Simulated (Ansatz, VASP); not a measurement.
## I: VASP beside Ansatz

INCAR

```
ALGO = Normal
EDIFF = 1E-6
ENCUT = 520
GGA = PS
ISIF = 2
ISMEAR = 0
LASPH = True
LCHARG = False
LREAL = False
LWAVE = False
NBANDS = 10
NELM = 60
PREC = Accurate
SIGMA = 0.02
```

KPOINTS

```
k-points
0
Gamma
  11 11 11
```

File POSCAR:

```
I
1.0
   -1.6174560000      1.6174560000      4.2648080000
    1.6174560000     -1.6174560000      4.2648080000
    1.6174560000      1.6174560000     -4.2648080000
I
1
Direct
    0.0000000000      0.0000000000      0.0000000000
```

input.yaml

```yaml
crystal:
  lattice:
    - [-1.617456, 1.617456, 4.264808]
    - [1.617456, -1.617456, 4.264808]
    - [1.617456, 1.617456, -4.264808]
  atoms:
    - { symbol: I, position: [0.0, 0.0, 0.0] }
kpoints:
  mp_grid: { grid: [11, 11, 11] }
scf:
  occupations: { method: gaussian, width: 0.02 }
hamiltonian:
  xc: pbesol
  pseudopotentials: { kind: all_electron, lapw: { basis_error: 0.001 } }
output:
  forces: true
  stress: true
  eigenvalues: true
```

Alike in both runs: task single point; functional PBEsol; k mesh 11 × 11 × 11; occupations gaussian, width 0.02 eV; no spin polarisation.

|  | VASP | Ansatz |
| --- | --- | --- |
| version | VASP 6.6.1 | Ansatz 0.2.0 |
| potentials or method | VASP PAW PBE potentials, release 64 (I), cutoff 520 eV | all-electron LAPW, scalar-relativistic |

VASP gave:

```
gap on the k mesh at the Fermi level (eV)                     : none
pressure (GPa)                                                : -1.4
traceless stress, the component that is largest in VASP (GPa) : 0.85
```

**Question.** Which values does Ansatz return?

**Answer.** gap on the k mesh at the Fermi level (eV): none; pressure (GPa): -1.4; traceless stress, the component that is largest in VASP (GPa): 0.84.

VASP's potentials were made for PBE, not for PBEsol. A gap of «none» marks a metal or a gap that the smearing closes. Ansatz ran all-electron here, and VASP with PAW potentials.

Spin-orbit coupling is off throughout.
